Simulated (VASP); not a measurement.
# BN (P6_3/mmc) in VASP: a series of runs, part 3 of 3

VASP 6.6.1. Earlier steps stand in the parts before.

### 4 Electric field gradients, PBE (zz strain of -2 %)

File INCAR:

```
SYSTEM = BN
PREC = Accurate
ENCUT = 520
EDIFF = 1E-8
ISMEAR = -1
SIGMA = 0.02
LREAL = .False.
LASPH = .True.
NELM = 100
ALGO = Normal
ISIF = 2
LWAVE = .False.
LCHARG = .False.
GGA = PE
LEFG = .True.
NBANDS = 16
```

File KPOINTS:

```
regular mesh
0
Gamma
  11 11 4
  0 0 0
```

File POSCAR:

```
BN
1.0
    2.5039917043      0.0000000000      0.0000000000
   -1.2519958522      2.1685204268      0.0000000000
    0.0000000000      0.0000000000      6.5279760000
B N
2 2
Direct
    0.3333333333      0.6666666667      0.2500000000
    0.6666666667      0.3333333333      0.7500000000
    0.3333333333      0.6666666667      0.7500000000
    0.6666666667      0.3333333333      0.2500000000
```

Potentials or basis: VASP PAW PBE potentials, release 64 (B, N).

Command:

```
$ cat potpaw_PBE.64/B/POTCAR potpaw_PBE.64/N/POTCAR > POTCAR
$ mpirun -np 1 vasp_std > vasp.out
```

OUTCAR:

```text
SYSTEM = BN
   PREC = Accurate
   ENCUT = 520
   EDIFF = 1E-8
   ISMEAR = -1
   LREAL = .False.
   LASPH = .True.
   NELM = 100
   ISIF = 2
   GGA = PE

 ion  position               nearest neighbor table
   1  0.333  0.667  0.250-   4 1.45   4 1.45   4 1.45
   2  0.667  0.333  0.750-   3 1.45   3 1.45   3 1.45
   3  0.333  0.667  0.750-   2 1.45   2 1.45   2 1.45
   4  0.667  0.333  0.250-   1 1.45   1 1.45   1 1.45

  LATTYP: Found a hexagonal cell.
 ALAT       =     2.5039917043
 C/A-ratio  =     2.6070278064

  Lattice vectors:

 A1 = (   2.5039917043,   0.0000000000,   0.0000000000)
 A2 = (  -1.2519958522,   2.1685204268,   0.0000000000)
 A3 = (   0.0000000000,   0.0000000000,   6.5279760000)

Analysis of symmetry for initial positions (statically):
=====================================================================
 Subroutine PRICEL returns:
 Original cell was already a primitive cell.

 Routine SETGRP: Setting up the symmetry group for a
 hexagonal supercell.

 Subroutine GETGRP returns: Found 24 space group operations
 (whereof 12 operations were pure point group operations)
 out of a pool of 24 trial point group operations.

The static configuration has the point symmetry D_3d.
 The point group associated with its full space group is D_6h.

Analysis of symmetry for dynamics (positions and initial velocities):
=====================================================================
 Subroutine PRICEL returns:
 Original cell was already a primitive cell.

 Routine SETGRP: Setting up the symmetry group for a
 hexagonal supercell.

 Subroutine GETGRP returns: Found 24 space group operations
 (whereof 12 operations were pure point group operations)
 out of a pool of 24 trial point group operations.

The dynamic configuration has the point symmetry D_3d.
 The point group associated with its full space group is D_6h.

 Subroutine INISYM returns: Found 24 space group operations
 (whereof 12 operations are pure point group operations),
 and found     1 'primitive' translations

----------------------------------------------------------------------------------------

                                     Primitive cell

  volume of cell :      35.4466

  direct lattice vectors                    reciprocal lattice vectors
     2.503991704  0.000000000  0.000000000     0.399362345  0.230571958  0.000000000
    -1.251995852  2.168520427  0.000000000     0.000000000  0.461143915  0.000000000
     0.000000000  0.000000000  6.527976000     0.000000000  0.000000000  0.153186838

  length of vectors
     2.503991704  2.503991704  6.527976000     0.461143915  0.461143915  0.153186838

  position of ions in fractional coordinates (direct lattice)
     0.333333333  0.666666667  0.250000000
     0.666666667  0.333333333  0.750000000
     0.333333333  0.666666667  0.750000000
     0.666666667  0.333333333  0.250000000

  ion indices of the primitive-cell ions
   primitive index   ion index
                 1           1
                 2           2
                 3           3
[... 83 lines left out ...]
   PSTRESS=    0.0 pullay stress
   NELECT =      16.0000    total number of electrons
   NUPDOWN=      -1.0000    fix difference up-down
   EMIN   =  10.00;   EMAX   =-10.00  energy-range for DOS
   EFERMI =   0.00;   METHOD = LEGACY
   ISMEAR =    -1;   SIGMA  =   0.02  broadening in eV -4-tet -1-fermi 0-gaus
   EFERMI_NEDOS =   21; number of points for ismear=-14 and -15
   IALGO  =     38    algorithm
   IMIX   =      4    mixing-type and parameters
     AMIX     =   0.40;   BMIX     =  1.00
     AMIX_MAG =   1.60;   BMIX_MAG =  1.00
  volume/ion in A,a.u.               =       8.86        59.80
  Fermi-wavevector in a.u.,A,eV,Ry     =   1.255808  2.373133 21.457112  1.577053
  Thomas-Fermi vector in A             =   2.389546
   LORBIT       =      0    0 simple, 1 ext, 2 COOP (PROOUT), +10 PAW based schemes
   GGA     = PE    functional components
   LHFCALC =     F    Hartree Fock is set to
   AEXX    =    0.0000 exact exchange contribution
   IVDW    =     0    specifies the selected vdW correction
   LEPSILON=     F    determine dielectric tensor
   LRPA    =     F    only Hartree local field effects (RPA)
 non-spin polarized calculation
  energy-cutoff  :      520.00
  volume of cell :       35.45
 maximum number of plane-waves:       973
 NGX is ok and might be reduce to    20
   NGX =  9   NGY =  9   NGZ = 25

 number of electron      15.9999997 magnetization

 Free energy of the ion-electron system (eV)
  ---------------------------------------------------
  ext. energy  EPLUGINS =         0.00000000
  ---------------------------------------------------
  free energy    TOTEN  =       -35.14025564 eV

  energy without entropy =      -35.14025564  energy(sigma->0) =      -35.14025564

 E-fermi :   2.9510     XC(G=0): -10.1829

 val. band max:        2.4444566763   @ k =   0.3636   0.2727   0.0000
 cond. band min:       6.7485857884   @ k =   0.4545   0.0909   0.0000
 fundamental gap:      4.3041291121
 Fermi energy:         2.9509888793

 k-point     1 :       0.0000    0.0000    0.0000
  band No.  band energies     occupation
      1     -15.4061      2.00000
      2     -15.0711      2.00000
      3      -3.8784      2.00000
      4      -1.5717      2.00000
      5       1.0805      2.00000
      6       1.0805      2.00000
[... 433 lines left out ...]
      3      -2.3423      2.00000
      4      -2.2650      2.00000
      5      -2.0397      2.00000
      6      -0.7293      2.00000
[... 8 lines left out ...]
     15      17.3446      0.00000
     16      17.5011      0.00000

 [... further k-points ...]
[... 5 lines left out ...]
  --------------------------------------------------------------------------------------
  -------------------------------------------------------------------------------------
  Total        0.8481697      0.8481697      0.7591785     -0.0000000      0.0000000      0.0000000
  in kB       38.3370215     38.3370215     34.3146455     -0.0000000      0.0000000      0.0000000
  external PRESSURE =      36.9962295 kB  Pullay stress =       0.0000000 kB

 VOLUME and BASIS-vectors are now :
 -----------------------------------------------------------------------------
  energy-cutoff  :      520.00
  volume of cell :       35.45
      direct lattice vectors                 reciprocal lattice vectors
     2.503991704  0.000000000  0.000000000     0.399362345  0.230571958  0.000000000
    -1.251995852  2.168520427  0.000000000     0.000000000  0.461143915  0.000000000
     0.000000000  0.000000000  6.527976000     0.000000000  0.000000000  0.153186838

 POSITION                                       TOTAL-FORCE (eV/Angst)
 -----------------------------------------------------------------------------------
     -0.00000      1.44568      1.63199         0.000000      0.000000      0.000000
      1.25200      0.72284      4.89598         0.000000      0.000000      0.000000
     -0.00000      1.44568      4.89598        -0.000000      0.000000      0.000000
      1.25200      0.72284      1.63199        -0.000000     -0.000000      0.000000
 -----------------------------------------------------------------------------------
    total drift:                                0.000000     -0.000000      0.000000

  FREE ENERGIE OF THE ION-ELECTRON SYSTEM (eV)
  ---------------------------------------------------
  free  energy   TOTEN  =       -35.1402556425 eV

  energy  without entropy=      -35.1402556425  energy(sigma->0) =      -35.14025564

 Electric field gradients (V/A^2)
---------------------------------------------------------------------
 ion       V_xx      V_yy      V_zz      V_xy      V_xz      V_yz
---------------------------------------------------------------------
   1     -17.574   -17.574    35.148     0.000    -0.000     0.000
   2     -17.574   -17.574    35.148     0.000     0.000    -0.000
   3      -0.701    -0.702     1.403    -0.001     0.000    -0.000
   4      -0.701    -0.702     1.403    -0.001    -0.000     0.000
---------------------------------------------------------------------

 Electric field gradients after diagonalization (V/A^2)
 (convention: |V_zz| > |V_xx| > |V_yy|)
----------------------------------------------------------------------
 ion       V_xx      V_yy      V_zz     asymmetry (V_yy - V_xx)/ V_zz
----------------------------------------------------------------------
   1     -17.574   -17.574    35.148       0.000
   2     -17.574   -17.574    35.148       0.000
   3      -0.702    -0.701     1.403       0.001
   4      -0.702    -0.701     1.403       0.001
----------------------------------------------------------------------

           NMR quadrupolar parameters

 Cq : quadrupolar parameter    Cq=e*Q*V_zz/h
 eta: asymmetry parameters     (V_yy - V_xx)/ V_zz
 Q  : nuclear electric quadrupole moment in mb (millibarn)
----------------------------------------------------------------------
 ion       Cq(MHz)       eta       Q (mb)
----------------------------------------------------------------------
   1       0.085       0.000       1.000
   2       0.085       0.000       1.000
   3       0.003       0.001       1.000
   4       0.003       0.001       1.000
----------------------------------------------------------------------
```

It took 23 s on 1 thread of AMD EPYC 7R13 (Zen 3), shared host; peak memory 0.12 GiB.

What came out:

```yaml
Free_energy: -35.1403 eV
Pressure: 3.7 GPa
Band_gap_on_the_k_mesh: 4.30 eV, indirect (least direct gap 4.64 eV)
```

Electric field gradients, principal values (V/Å²):
```tsv
atom	least	middle	greatest (by size)
1 B	-17.574	-17.574	35.148
2 B	-17.574	-17.574	35.148
3 N	-0.701	-0.702	1.403
4 N	-0.701	-0.702	1.403
```

Caveat: the cell differs from its parent crystal (zz strain of -2 %); without QUAD_EFG the Cq values of the log hold for a quadrupole moment of 1 mb, not for the nuclei; this functional lacks dispersion, which binds the layers, so the pressure and a relaxed spacing across them are unreliable.

### 5 Electric field gradients, PBE (zz strain of +1 %)

INCAR: that of step 4 with these lines changed.

```diff
@@ -8,3 +8,3 @@
 LASPH = .True.
-NELM = 100
+NELM = 60
 ALGO = Normal
```

File KPOINTS:

```
Automatic mesh
0
Gamma
  11 11 4
  0 0 0
```

POSCAR: that of step 4 with these lines changed.

```diff
@@ -4,3 +4,3 @@
    -1.2519958522      2.1685204268      0.0000000000
-    0.0000000000      0.0000000000      6.5279760000
+    0.0000000000      0.0000000000      6.7278120000
 B N
```

Potentials or basis: VASP PAW PBE potentials, release 64 (B, N).

Command:

```
$ cat potpaw_PBE.64/B/POTCAR potpaw_PBE.64/N/POTCAR > POTCAR
$ mpirun -np 1 vasp_std > vasp.out
```

OUTCAR:

```text
SYSTEM = BN
   PREC = Accurate
   ENCUT = 520
   EDIFF = 1E-8
   ISMEAR = -1
   LREAL = .False.
   LASPH = .True.
   NELM = 60
   ISIF = 2
   GGA = PE

 ion  position               nearest neighbor table
   1  0.333  0.667  0.250-   4 1.45   4 1.45   4 1.45
   2  0.667  0.333  0.750-   3 1.45   3 1.45   3 1.45
   3  0.333  0.667  0.750-   2 1.45   2 1.45   2 1.45
   4  0.667  0.333  0.250-   1 1.45   1 1.45   1 1.45

  LATTYP: Found a hexagonal cell.
 ALAT       =     2.5039917043
 C/A-ratio  =     2.6868347800

[... 686 lines left out ...]
---------------------------------------------------------------------
 ion       V_xx      V_yy      V_zz      V_xy      V_xz      V_yz
---------------------------------------------------------------------
   1     -17.533   -17.533    35.065     0.000    -0.000     0.000
   2     -17.533   -17.533    35.065     0.000     0.000    -0.000
   3      -0.923    -0.924     1.847    -0.001    -0.000     0.000
   4      -0.923    -0.924     1.847    -0.001     0.000    -0.000
---------------------------------------------------------------------

 Electric field gradients after diagonalization (V/A^2)
 (convention: |V_zz| > |V_xx| > |V_yy|)
----------------------------------------------------------------------
 ion       V_xx      V_yy      V_zz     asymmetry (V_yy - V_xx)/ V_zz
----------------------------------------------------------------------
   1     -17.533   -17.533    35.065       0.000
   2     -17.533   -17.533    35.065       0.000
   3      -0.924    -0.923     1.847       0.001
   4      -0.924    -0.923     1.847       0.001
----------------------------------------------------------------------

           NMR quadrupolar parameters

 Cq : quadrupolar parameter    Cq=e*Q*V_zz/h
 eta: asymmetry parameters     (V_yy - V_xx)/ V_zz
 Q  : nuclear electric quadrupole moment in mb (millibarn)
----------------------------------------------------------------------
 ion       Cq(MHz)       eta       Q (mb)
----------------------------------------------------------------------
   1       0.085       0.000       1.000
   2       0.085       0.000       1.000
   3       0.004       0.001       1.000
   4       0.004       0.001       1.000
----------------------------------------------------------------------
```

OSZICAR:

```text
N       E                     dE             d eps       ncg     rms          rms(c)
DAV:   1     0.494703026309E+02    0.49470E+02   -0.80083E+03  1544   0.923E+02
DAV:   2    -0.354322875205E+02   -0.84903E+02   -0.77816E+02  2160   0.221E+02
DAV:   3    -0.387162376061E+02   -0.32840E+01   -0.32739E+01  1984   0.435E+01
DAV:   4    -0.387380502249E+02   -0.21813E-01   -0.21808E-01  1952   0.386E+00
DAV:   5    -0.387382640788E+02   -0.21385E-03   -0.21385E-03  1952   0.370E-01    0.113E+01
DAV:   6    -0.355214305539E+02    0.32168E+01   -0.52236E+00  1984   0.175E+01    0.506E+00
DAV:   7    -0.352399393188E+02    0.28149E+00   -0.56134E-01  2080   0.549E+00    0.316E+00
DAV:   8    -0.351643955018E+02    0.75544E-01   -0.23618E-01  1976   0.325E+00    0.468E-01
DAV:   9    -0.351598196284E+02    0.45759E-02   -0.15132E-02  1744   0.999E-01    0.196E-01
DAV:  10    -0.351607909387E+02   -0.97131E-03   -0.13440E-03  1768   0.279E-01    0.352E-02
DAV:  11    -0.351608946115E+02   -0.10367E-03   -0.10131E-04  1896   0.805E-02    0.256E-02
DAV:  12    -0.351609077909E+02   -0.13179E-04   -0.30795E-05  1624   0.384E-02    0.289E-03
DAV:  13    -0.351609079298E+02   -0.13886E-06   -0.80339E-07  2136   0.679E-03    0.909E-04
DAV:  14    -0.351609080524E+02   -0.12264E-06   -0.17076E-07  1608   0.275E-03    0.220E-04
DAV:  15    -0.351609080529E+02   -0.50522E-09   -0.14550E-09  1768   0.327E-04
   1 F= -.35160908E+02 E0= -.35160908E+02  d E =-.101705E-10
```

stdout:

```text
POSCAR found type information on POSCAR B N
 POSCAR found :  2 types and       4 ions
 scaLAPACK will be used
 LDA part: xc-table for (Slater+PW92), standard interpolation
 POSCAR, INCAR and KPOINTS ok, starting setup
 FFT: planning ... GRIDC
 FFT: planning ... GRID_SOFT
 FFT: planning ... GRID
 WAVECAR not read
 entering main loop
ion   1

ion   2

ion   3

ion   4
```

It took 25 s on 1 thread of AMD EPYC 7R13 (Zen 3), shared host; peak memory 0.12 GiB.

Results:

- Free energy: -35.1609 eV
- Pressure: 3.3 GPa
- Band gap on the k mesh: 4.35 eV, indirect (least direct gap 4.68 eV)

Electric field gradients, principal values (V/Å²):
| atom | least | middle | greatest (by size) |
| --- | --- | --- | --- |
| 1 B | -17.533 | -17.533 | 35.065 |
| 2 B | -17.533 | -17.533 | 35.065 |
| 3 N | -0.923 | -0.924 | 1.847 |
| 4 N | -0.923 | -0.924 | 1.847 |

Caveat: the cell differs from its parent crystal (zz strain of +1 %); without QUAD_EFG the Cq values of the log hold for a quadrupole moment of 1 mb, not for the nuclei; this functional lacks dispersion, which binds the layers, so the pressure and a relaxed spacing across them are unreliable.

### 6 The runs side by side

| cell | gap on the mesh (eV) | pressure (GPa) |
| --- | --- | --- |
| a = 2.521, b = 2.521, c = 6.705 Å, angles 90.0, 90.0, 120.0°, 4 atoms | 4.31 | -1.3 |
| a = 2.553, b = 2.553, c = 6.792 Å, angles 90.0, 90.0, 120.0°, 4 atoms | 4.25 | -9.6 |
| a = 2.504, b = 2.504, c = 6.528 Å, angles 90.0, 90.0, 120.0°, 4 atoms | 4.30 | 3.7 |
| a = 2.504, b = 2.504, c = 6.728 Å, angles 90.0, 90.0, 120.0°, 4 atoms | 4.35 | 3.3 |

Alike in all rows: task electric field gradients; level PBE; potentials or basis VASP PAW PBE potentials, release 64 (B, N); no spin polarisation; k mesh 11 × 11 × 4; cutoff (eV) 520; smearing fermi-dirac 0.02 eV.

Caveats: this functional lacks dispersion, which binds the layers, so the pressure and a relaxed spacing across them are unreliable.

Absolute energies hang on the potentials; compare differences alone.
